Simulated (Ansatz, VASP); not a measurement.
## BaF2: VASP beside Ansatz

```
Ba F
1.0
     0.00000    3.03677    3.03677
     3.03677    0.00000    3.03677
     3.03677    3.03677    0.00000
Ba F
1 2
Direct
  0.00000 0.00000 0.00000
  0.25000 0.25000 0.25000
  0.75000 0.75000 0.75000
```

Change from the starting cell: volume scaled by 0.94.

Alike in both runs: task single point; functional LDA; k mesh 8 × 8 × 8; occupations fermi-dirac, width 0.01 eV; no spin polarisation.

|  | VASP | Ansatz |
| --- | --- | --- |
| version | VASP 6.6.1 | Ansatz 0.2.0 |
| potentials or method | VASP PAW LDA potentials, release 64 (Ba_sv, F), cutoff 600 eV | all-electron LAPW, scalar-relativistic |

```tsv
	VASP	Ansatz	Ansatz less VASP
gap on the k mesh at the Fermi level (eV)	6.63	6.70	+0.064
pressure (GPa)	0.5	-1.0	-1.47
```

LDA's correlation is that of Perdew and Zunger in VASP and of Perdew and Wang (1992) in Ansatz. Ansatz ran all-electron here, and VASP with PAW potentials.

Spin-orbit coupling is off throughout.
